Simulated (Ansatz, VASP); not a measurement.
# Ta4O in VASP and in Ansatz

```
Ta O
1.0
     3.25750    0.00000    0.00000
     0.00000    3.25750    0.00000
     0.00000    0.00000    7.40934
Ta O
4 1
Cartesian
  0.0000 0.0000 3.7047
  1.6287 1.6287 5.8027
  1.6287 1.6287 1.6067
  0.0000 0.0000 0.0000
  1.6287 1.6287 3.7047
```

Alike in both runs: task single point; functional PBEsol; k mesh 12 × 12 × 6; no spin polarisation.

|  | VASP | Ansatz |
| --- | --- | --- |
| version | VASP 6.6.1 | Ansatz 0.2.0 |
| potentials or method | VASP PAW PBE potentials, release 64 (Ta_pv, O), cutoff 520 eV | scalar-relativistic, plane waves, PAW |
| occupations | methfessel-paxton of order 1, width 0.2 eV | cold, width 0.2 eV |
| valence electrons in the cell | 50 | 58 |

Ansatz gave:

| Quantity | Value |
| --- | --- |
| gap on the k mesh at the Fermi level (eV) | none |
| pressure (GPa) | -8.2 |
| traceless stress, the component that is largest in VASP (GPa) | -0.49 |
| rms of the force components (eV/Å) | 0.036 |

Question: What did VASP give for the same quantities?

Answer: gap on the k mesh at the Fermi level (eV): none; pressure (GPa): -7.9; traceless stress, the component that is largest in VASP (GPa): -0.35; rms of the force components (eV/Å): 0.023.

VASP's potentials were made for PBE, not for PBEsol. Atom by atom the forces differ by 0.013 eV/Å (rms over components). A gap of «none» marks a metal or a gap that the smearing closes. VASP's potentials hold 50 valence electrons a cell and Ansatz's 58, so a difference there can come from the potentials and not from the codes.

Spin-orbit coupling is off throughout.
